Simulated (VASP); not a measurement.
Write the native input for VASP 6.6.1 that does the following.

```yaml
Task: single point
Functional: PBEsol
Potentials_or_basis: VASP PAW PBE potentials, release 64 (Li_sv, Br)
Cutoff: 750 eV
k_mesh: 8 × 8 × 8
Occupations: gaussian, width 0.01 eV
Spin: non-collinear spin, zero start, spin-orbit coupling
Starting_moments: "[[0.0, 0.0, 0.0], [0.0, 0.0, 0.0]] μB"
Dipole_correction: no
Further_INCAR_settings: ALGO = Normal; EDIFF = 1e-06; NBANDS = 22
```

The structure of LiBr lies in POSCAR:

```
LiBr
1.0
    2.5581673004      2.5581673004      0.0000000000
   -2.5581673004      2.5581673004      0.0000000000
    0.0000000000      2.5581673004      2.5581673004
Li Br
1 1
Direct
    0.0000000000      0.0000000000      0.0000000000
    0.5000000000      0.5000000000      0.0000000000
```

The input as run:

INCAR

```
ALGO = Normal
EDIFF = 1E-6
ENCUT = 750
GGA = PS
GGA_COMPAT = False
ISIF = 2
ISMEAR = 0
LASPH = True
LCHARG = False
LORBIT = 11
LORBMOM = True
LREAL = False
LSORBIT = True
LWAVE = False
MAGMOM = 0 0 0 0 0 0
NBANDS = 22
NELM = 200
PREC = Accurate
SIGMA = 0.01
```

KPOINTS

```
k-points
0
Gamma
  8 8 8
```

Potentials or basis: VASP PAW PBE potentials, release 64 (Li_sv, Br).

Launch:

```bash
$ cat potpaw_PBE.64/Li_sv/POTCAR potpaw_PBE.64/Br/POTCAR > POTCAR
$ mpirun -np 1 vasp_ncl > vasp.out
```

Results of the run:

The pressure is 7.0 GPa. The net moment is 0.00 μB per cell and the valence electrons inside the program's atomic spheres are Li 2.07; Br 4.95.

Caveat: the cell stands under pressure; the PAW data sets were made with another functional, which shifts forces and pressure a little.

Wall time 36 s on 1 thread of Intel(R) Xeon(R) 6975P-C (Granite Rapids), on a shared host, peak memory 0.33 GiB.
